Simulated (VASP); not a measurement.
# Si3C (P6_3/mmc) in VASP: further runs

Si3C is run at these levels: PBE; tasks: relaxation of cell and atoms.

Everything below comes from runs of VASP 6.6.1. Logs are shortened: lines on timing, memory, paths and dates and some standing lists are left out, and cuts for length are marked.

## 1. The cell of the first run

It takes space group P6_3/mmc (No. 194, hexagonal). Conventional cell: a = 5.922 Å, b = 5.922 Å, c = 4.278 Å, α = 90.00°, β = 90.00°, γ = 120.00°. Within 3.2 Å of Si (site symmetry mm2) lie 6 Si at 2.39 to 2.55 Å and 4 C at 2.95 to 2.98 Å. C (site symmetry -6m2) has 12 Si at 2.95 to 2.98 Å and 6 C at 4.03 Å within 4.1 Å.

The cell was built from a structure type or drawn by symmetry, and may not be a known phase.

## 2. Relaxation of cell and atoms, PBE

File INCAR:

```
SYSTEM = Si3C
PREC = Accurate
ENCUT = 600
EDIFF = 1E-6
ISMEAR = 0
SIGMA = 0.1
LREAL = .FALSE.
LASPH = .TRUE.
NELM = 100
ALGO = Normal
ISIF = 3
LWAVE = .FALSE.
LCHARG = .FALSE.
GGA = PE
IBRION = 2
NSW = 90
EDIFFG = -0.04
```

File KPOINTS:

```
regular mesh
0
G
  3 3 4
  0 0 0
```

File POSCAR:

```
Si3C
1.0
    5.9216623400      0.0000000000      0.0000000000
   -2.9608311700      5.1283100100      0.0000000000
    0.0000000000      0.0000000000      4.2779648000
Si C
6 2
Direct
    0.2692469100      0.1346234500      0.7500000000
    0.8653765500      0.1346234500      0.7500000000
    0.8653765500      0.7307530900      0.7500000000
    0.7307530900      0.8653765500      0.2500000000
    0.1346234500      0.8653765500      0.2500000000
    0.1346234500      0.2692469100      0.2500000000
    0.6666666700      0.3333333300      0.2500000000
    0.3333333300      0.6666666700      0.7500000000
```

Potentials or basis: VASP PAW PBE potentials, release 64 (Si, C).

The run is started by

```console
$ cat potpaw_PBE.64/Si/POTCAR potpaw_PBE.64/C/POTCAR > POTCAR
$ mpirun -np 1 vasp_std > vasp.out
```

OUTCAR:

```text
SYSTEM = Si3C
   PREC = Accurate
   ENCUT = 600
   EDIFF = 1E-6
   ISMEAR = 0
   LREAL = .FALSE.
   LASPH = .TRUE.
   NELM = 100
   ISIF = 3
   GGA = PE
   IBRION = 2
   NSW = 90
   EDIFFG = -0.04

 ion  position               nearest neighbor table
   1  0.269  0.135  0.750-   3 2.39   2 2.39   5 2.55   5 2.55   6 2.55   6 2.55
   2  0.865  0.135  0.750-   3 2.39   1 2.39   4 2.55   4 2.55   6 2.55   6 2.55
   3  0.865  0.731  0.750-   1 2.39   2 2.39   5 2.55   5 2.55   4 2.55   4 2.55
   4  0.731  0.865  0.250-   6 2.39   5 2.39   2 2.55   2 2.55   3 2.55   3 2.55
   5  0.135  0.865  0.250-   6 2.39   4 2.39   1 2.55   1 2.55   3 2.55   3 2.55
   6  0.135  0.269  0.250-   4 2.39   5 2.39   2 2.55   2 2.55   1 2.55   1 2.55
   7  0.667  0.333  0.250-
   8  0.333  0.667  0.750-

  LATTYP: Found a hexagonal cell.
 ALAT       =     5.9216623400
 C/A-ratio  =     0.7224263314

  Lattice vectors:

 A1 = (   5.9216623400,   0.0000000000,   0.0000000000)
 A2 = (  -2.9608311700,   5.1283100100,   0.0000000000)
 A3 = (   0.0000000000,   0.0000000000,   4.2779648000)

Analysis of symmetry for initial positions (statically):
=====================================================================
 Subroutine PRICEL returns:
 Original cell was already a primitive cell.

 Routine SETGRP: Setting up the symmetry group for a
 hexagonal supercell.

 Subroutine GETGRP returns: Found 24 space group operations
 (whereof 12 operations were pure point group operations)
 out of a pool of 24 trial point group operations.

The static configuration has the point symmetry D_3d.
 The point group associated with its full space group is D_6h.

Analysis of symmetry for dynamics (positions and initial velocities):
=====================================================================
 Subroutine PRICEL returns:
 Original cell was already a primitive cell.

 Routine SETGRP: Setting up the symmetry group for a
 hexagonal supercell.

 Subroutine GETGRP returns: Found 24 space group operations
 (whereof 12 operations were pure point group operations)
 out of a pool of 24 trial point group operations.

The dynamic configuration has the point symmetry D_3d.
 The point group associated with its full space group is D_6h.

 Subroutine INISYM returns: Found 24 space group operations
 (whereof 12 operations are pure point group operations),
 and found     1 'primitive' translations

----------------------------------------------------------------------------------------

                                     Primitive cell

  volume of cell :     129.9137

  direct lattice vectors                    reciprocal lattice vectors
[... 101 lines left out ...]
   IMIX   =      4    mixing-type and parameters
     AMIX     =   0.40;   BMIX     =  1.00
     AMIX_MAG =   1.60;   BMIX_MAG =  1.00
  volume/ion in A,a.u.               =      16.24       109.59
  Fermi-wavevector in a.u.,A,eV,Ry     =   1.026218  1.939272 14.328624  1.053124
  Thomas-Fermi vector in A             =   2.160100
   LORBIT       =      0    0 simple, 1 ext, 2 COOP (PROOUT), +10 PAW based schemes
   GGA     = PE    functional components
   LHFCALC =     F    Hartree Fock is set to
   AEXX    =    0.0000 exact exchange contribution
   IVDW    =     0    specifies the selected vdW correction
   LEPSILON=     F    determine dielectric tensor
   LRPA    =     F    only Hartree local field effects (RPA)
 conjugate gradient relaxation of ions
 non-spin polarized calculation
 Gauss-broadening in eV      SIGMA  =   0.10
  energy-cutoff  :      600.00
  volume of cell :      129.91
 maximum number of plane-waves:      4367
 NGX is ok and might be reduce to    48
   NGX = 23   NGY = 23   NGZ = 17

--------------------------------------- Ionic step        1  -------------------------------------------

 number of electron      32.0000001 magnetization

 Free energy of the ion-electron system (eV)
  ---------------------------------------------------
  ext. energy  EPLUGINS =         0.00000000
  ---------------------------------------------------
  free energy    TOTEN  =       -35.64754726 eV

  energy without entropy =      -35.61590708  energy(sigma->0) =      -35.63172717

------------------------ aborting loop because EDIFF is reached ----------------------------------------

  FORCE on cell =-STRESS in cart. coord.  units (eV):
  Direction    XX          YY          ZZ          XY          YZ          ZX
  --------------------------------------------------------------------------------------
  -------------------------------------------------------------------------------------
  Total       -2.9456568     -2.9456568     -3.0375770     -0.0000000      0.0000000      0.0000000
  in kB      -36.3276761    -36.3276759    -37.4612929     -0.0000000      0.0000000      0.0000000
  external PRESSURE =     -36.7055483 kB  Pullay stress =       0.0000000 kB
[... 107 lines left out ...]
  FREE ENERGIE OF THE ION-ELECTRON SYSTEM (eV)
  ---------------------------------------------------
  free  energy   TOTEN  =       -38.9089765464 eV

  energy  without entropy=      -38.9028619456  energy(sigma->0) =      -38.90591925

 E-fermi :  10.3166     XC(G=0): -11.6243

 val. band max:       10.1693292194   @ k =   0.0000   0.0000   0.0000
 cond. band min:      10.3697747368   @ k =   0.3333   0.3333   0.5000
 fundamental gap:      0.2004455173
 Fermi energy:        10.3166120970

 k-point     1 :       0.0000    0.0000    0.0000
  band No.  band energies     occupation
      1      -5.4276      2.00000
      2      -1.4337      2.00000
      3       1.3307      2.00000
      4       1.3307      2.00000
      5       1.3999      2.00000
      6       1.6242      2.00000
[... 205 lines left out ...]
     20      11.1015      0.00000
     21      12.2793      0.00000

[... ionic steps 4 to 10 ...]

--------------------------------------- Ionic step       11  -------------------------------------------

 number of electron      32.0000000 magnetization

------------------------ aborting loop because EDIFF is reached ----------------------------------------
[... 79 lines left out ...]
--------------------------------------- Ionic step       13  -------------------------------------------

 number of electron      32.0000000 magnetization

 Free energy of the ion-electron system (eV)
  ---------------------------------------------------
  ext. energy  EPLUGINS =         0.00000000
  ---------------------------------------------------
  free energy    TOTEN  =       -39.72208409 eV

  energy without entropy =      -39.71705996  energy(sigma->0) =      -39.71957203

 E-fermi :   9.6633     XC(G=0): -11.4024

 val. band max:        9.6485012131   @ k =   0.0000   0.0000   0.0000
 cond. band min:       9.7666130956   @ k =   0.3333   0.3333   0.5000
 fundamental gap:      0.1181118825
 Fermi energy:         9.6632911492

 k-point     1 :       0.0000    0.0000    0.0000
  band No.  band energies     occupation
      1      -5.5800      2.00000
      2      -1.6674      2.00000
      3       0.9126      2.00000
      4       0.9126      2.00000
      5       0.9587      2.00000
      6       1.3623      2.00000
[... 240 lines left out ...]
  FREE ENERGIE OF THE ION-ELECTRON SYSTEM (eV)
  ---------------------------------------------------
  free  energy   TOTEN  =       -39.7220840947 eV

  energy  without entropy=      -39.7170599573  energy(sigma->0) =      -39.71957203

 reached required accuracy - stopping structural energy minimisation
```

OSZICAR:

```text
N       E                     dE             d eps       ncg     rms          rms(c)
DAV:   1     0.907679445105E+02    0.90768E+02   -0.14180E+04   378   0.145E+03
DAV:   2    -0.279853926676E+02   -0.11875E+03   -0.11243E+03   447   0.192E+02
DAV:   3    -0.362906767672E+02   -0.83053E+01   -0.77026E+01   535   0.423E+01
[... 123 lines left out ...]
DAV:   2    -0.397226401360E+02    0.73799E-03   -0.10474E-02   462   0.616E-01    0.134E-01
DAV:   3    -0.397221767583E+02    0.46338E-03   -0.76986E-04   452   0.167E-01    0.585E-02
DAV:   4    -0.397220876601E+02    0.89098E-04   -0.24085E-04   449   0.785E-02    0.183E-02
DAV:   5    -0.397220835139E+02    0.41462E-05   -0.22539E-05   505   0.251E-02    0.100E-02
DAV:   6    -0.397220840947E+02   -0.58085E-06   -0.43143E-06   439   0.121E-02
  13 F= -.39722084E+02 E0= -.39719572E+02  d E =-.978411E-02
```

CONTCAR:

```text
Si3C
   1.00000000000000
     5.5063197630066201   -0.0000000000000000   -0.0000000000000000
    -2.7531598815033100    4.7686127889586354    0.0000000000000000
    -0.0000000000000000    0.0000000000000000    3.8436788629942500
  Si              C
     6     2
Direct
     0.3557248380871288    0.1778624140472658    0.7500000000000000
     0.8221375859601378    0.1778624140472658    0.7500000000000000
     0.8221375859527341    0.6442751619054673    0.7500000000000000
     0.6442751619128710    0.8221375859527341    0.2500000000000000
     0.1778624140398621    0.8221375859527340    0.2500000000000000
     0.1778624140472658    0.3557248380945325    0.2500000000000000
     0.6666666699999979    0.3333333300000021    0.2500000000000000
     0.3333333300000021    0.6666666699999979    0.7500000000000000

  0.00000000E+00  0.00000000E+00  0.00000000E+00
  0.00000000E+00  0.00000000E+00  0.00000000E+00
  0.00000000E+00  0.00000000E+00  0.00000000E+00
  0.00000000E+00  0.00000000E+00  0.00000000E+00
  0.00000000E+00  0.00000000E+00  0.00000000E+00
  0.00000000E+00  0.00000000E+00  0.00000000E+00
  0.00000000E+00  0.00000000E+00  0.00000000E+00
  0.00000000E+00  0.00000000E+00  0.00000000E+00
```

Run time: 8 min. Hardware: 1 thread of Intel Xeon 8259CL, shared host; peak memory 0.29 GiB.

What came out:

```yaml
Free_energy: -39.7221 eV
Relaxed_volume: 12.62 Å³/atom
Relaxed_cell: a = 5.506 Å, b = 5.506 Å, c = 3.844 Å, α = 90.00°, β = 90.00°, γ = 120.00°
Space_group_after_relaxing_to_0.1_Å: P6_3/mmc (No. 194)
Energy_gained_by_relaxing: 509.3 meV/atom
Ionic_steps: 13
Pressure_after_relaxing: 0.2 GPa
Band_gap_on_the_k_mesh: zero (bands 16 and 17 overlap by 3.19 eV)
```

Step by step:
```csv
step,energy change (eV),largest force (eV/Å),pressure (GPa),volume (Å³)
1,0.0000,2.4631,-3.67,129.91
2,-1.4873,1.2128,-7.55,123.04
3,-3.2614,0.8944,-9.36,112.66
4,0.4054,7.3652,34.77,93.69
5,-3.5580,0.7167,-8.15,109.96
6,-3.7730,1.0216,1.00,101.61
7,-3.9474,0.0117,-5.22,105.58
8,-3.9634,0.1792,-4.25,104.76
9,-3.9204,0.0708,7.89,95.61
10,-4.0647,0.1854,0.68,100.43
11,-4.0648,0.1846,0.79,100.34
12,-4.0685,0.1380,-0.15,101.40
13,-4.0745,0.0015,0.20,100.93
```

Final structure:
```yaml
crystal:
  lattice:
    - [5.50632, 0.00000, 0.00000]
    - [-2.75316, 4.76861, 0.00000]
    - [0.00000, 0.00000, 3.84368]
  atoms:
    - { symbol: Si, position: [0.35572, 0.17786, 0.75000] }
    - { symbol: Si, position: [0.82214, 0.17786, 0.75000] }
    - { symbol: Si, position: [0.82214, 0.64428, 0.75000] }
    - { symbol: Si, position: [0.64428, 0.82214, 0.25000] }
    - { symbol: Si, position: [0.17786, 0.82214, 0.25000] }
    - { symbol: Si, position: [0.17786, 0.35572, 0.25000] }
    - { symbol: C, position: [0.66667, 0.33333, 0.25000] }
    - { symbol: C, position: [0.33333, 0.66667, 0.75000] }
```

Caveat: the k points lie up to 0.44 Å⁻¹ apart in the final cell, too coarse for converged energies and pressures of a metal; the volume moved by over 15 % at a fixed basis, so the end points are rough.

## 3. Relaxation of cell and atoms, PBE

This run uses another cell than the first one, of 12.60 Å³/atom.

File INCAR:

```
  PREC = Accurate
  ENCUT = 600
  EDIFF = 1E-6
  ISMEAR = 0
  SIGMA = 0.1
  LREAL = False
  LASPH = True
  NELM = 60
  ALGO = Normal
  ISIF = 3
  LWAVE = False
  LCHARG = False
  GGA = PE
  IBRION = 2
  NSW = 90
  EDIFFG = -0.04
```

File KPOINTS:

```
Automatic mesh
0
Gamma
  3 3 6
```

File POSCAR:

```
Si3C
1.0
    6.4484928984      0.0000000000      0.0000000000
   -3.2242464492      5.5845586662      0.0000000000
    0.0000000000      0.0000000000      2.7991530231
Si C
6 2
Direct
    0.3895333605      0.1947666802      0.7500000000
    0.8052333198      0.1947666802      0.7500000000
    0.8052333198      0.6104666395      0.7500000000
    0.6104666395      0.8052333198      0.2500000000
    0.1947666802      0.8052333198      0.2500000000
    0.1947666802      0.3895333605      0.2500000000
    0.6666666667      0.3333333333      0.2500000000
    0.3333333333      0.6666666667      0.7500000000
```

Potentials or basis: VASP PAW PBE potentials, release 64 (Si, C).

The run is started by

```console
$ cat potpaw_PBE.64/Si/POTCAR potpaw_PBE.64/C/POTCAR > POTCAR
$ mpirun -np 1 vasp_std > vasp.out
```

It took 4.3 min on 1 thread of Intel Xeon 8259CL, shared host; peak memory 0.26 GiB.

The run converged. Its results:

* Free energy: -45.6990 eV
* Relaxed volume: 12.68 Å³/atom
* Relaxed cell: a = 6.582 Å, b = 6.582 Å, c = 2.704 Å, α = 90.00°, β = 90.00°, γ = 120.00°
* Space group after relaxing (to 0.1 Å): P6_3/mmc (No. 194)
* Energy gained by relaxing: 30.5 meV/atom
* Ionic steps: 7
* Pressure after relaxing: 0.2 GPa
* Largest force after relaxing: 0.009 eV/Å
* Band gap on the k mesh: zero (bands 16 and 17 overlap by 4.00 eV)

Forces on the atoms (eV/Å):
```
Si  -0.007 -0.004  0.000
Si   0.007 -0.004  0.000
Si   0.000  0.009  0.000
Si   0.007  0.004  0.000
Si  -0.007  0.004  0.000
Si   0.000 -0.009  0.000
C    0.000  0.000  0.000
C    0.000  0.000  0.000
```

Stress tensor (GPa, compression positive):
```
0.26 0.00 0.00
0.00 0.26 0.00
0.00 0.00 0.01
```

Step by step:
```csv
step,energy change (eV),largest force (eV/Å),pressure (GPa),volume (Å³)
1,0.0000,0.1718,-1.06,100.80
2,-0.1952,0.4374,1.02,99.51
3,-0.1957,0.4384,1.20,99.44
4,-0.2324,0.1193,1.17,100.48
5,-0.2329,0.0767,1.19,100.62
6,-0.2291,0.1083,-0.90,102.39
7,-0.2442,0.0086,0.18,101.44
```

Final structure:
```xyz
8
Lattice="6.5820 0.0000 0.0000 -3.2910 5.7002 0.0000 0.0000 0.0000 2.7037" Properties=species:S:1:pos:R:3 pbc="T T T"
Si    1.9586    1.1308    2.0278
Si    4.6234    1.1308    2.0278
Si    3.2910    3.4386    2.0278
Si    1.3324    4.5694    0.6759
Si   -1.3324    4.5694    0.6759
Si    0.0000    2.2616    0.6759
C     3.2910    1.9001    0.6759
C     0.0000    3.8001    2.0278
```

Levels at points of the mesh, in eV from the Fermi level:
```csv
k point,band 14,band 15,band 16,band 17,band 18,band 19,band 20,band 21
"(0.00, 0.00, 0.00)",-1.64,-0.65,-0.58,-0.58,0.94,3.71,3.74,3.74
"(0.00, 0.00, 0.50)",-5.09,-0.53,-0.53,-0.53,-0.53,1.89,1.89,3.78
```

Caveat: the k points lie up to 0.39 Å⁻¹ apart in the final cell, too coarse for converged energies and pressures of a metal.
